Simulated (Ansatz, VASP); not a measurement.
## Hf in VASP and in Ansatz

POSCAR

```
Hf
1.0
   -1.7237750000      1.8050000000      1.8050000000
    1.7237750000     -1.8050000000      1.8050000000
    1.7237750000      1.8050000000     -1.8050000000
Hf
1
Direct
    0.0000000000      0.0000000000      0.0000000000
```

The input INCAR.step1:

```
ALGO = Normal ; EDIFF = 1E-4
ENCUT = 520 ; GGA = PE
ISMEAR = 0 ; LASPH = T
LCHARG = F ; LREAL = F
LWAVE = T ; NBANDS = 11
NELM = 100 ; PREC = Accurate
SIGMA = 0.15
```

File INCAR.step2:

```
ALGO = Normal ; EDIFF = 1E-6
ENCUT = 520 ; ISIF = 2
ISMEAR = 0 ; ISTART = 1
LASPH = T ; LCHARG = F
LMIXTAU = T ; LREAL = F
LWAVE = F ; METAGGA = R2SCAN
NBANDS = 11 ; NELM = 100
PREC = Accurate ; SIGMA = 0.15
```

KPOINTS

```
k-points
0
Gamma
  18 18 18
```

Input for Ansatz:

```yaml
crystal:
  lattice:
    - [-1.723775, 1.805, 1.805]
    - [1.723775, -1.805, 1.805]
    - [1.723775, 1.805, -1.805]
  atoms:
    - { symbol: Hf, position: [0.0, 0.0, 0.0] }
basis:
  ecutwfc: 500
kpoints:
  mp_grid: { grid: [18, 18, 18] }
hamiltonian:
  xc: r2scan
scf:
  occupations: { method: gaussian, width: 0.15 }
output:
  forces: true
  stress: true
  eigenvalues: true
```

Change from the starting cell: strain -0.0450 x Voigt [1, 0, 0, 0, 0, 0], atoms carried along.

Alike in both runs: task single point; functional r2SCAN; k mesh 18 × 18 × 18; occupations gaussian, width 0.15 eV; no spin polarisation.

```csv
,VASP,Ansatz
version,VASP 6.6.1,Ansatz 0.2.0
potentials or method,"VASP PAW PBE potentials, release 64 (Hf_pv), cutoff 520 eV","scalar-relativistic, plane waves, PAW"
valence electrons in the cell,10,26
```

Ansatz gave:

| Item | Value |
| --- | --- |
| gap on the k mesh at the Fermi level (eV) | none |
| pressure (GPa) | -1.1 |
| traceless stress, the component that is largest in VASP (GPa) | -2.02 |

Question: Estimate VASP's values.

Answer: gap on the k mesh at the Fermi level (eV): none; pressure (GPa): -1.6; traceless stress, the component that is largest in VASP (GPa): -2.07.

VASP's potentials were made for PBE, not for r2SCAN. A gap of «none» marks a metal or a gap that the smearing closes. VASP's potentials hold 10 valence electrons a cell and Ansatz's 26, so a difference there can come from the potentials and not from the codes.

Spin-orbit coupling is off throughout.
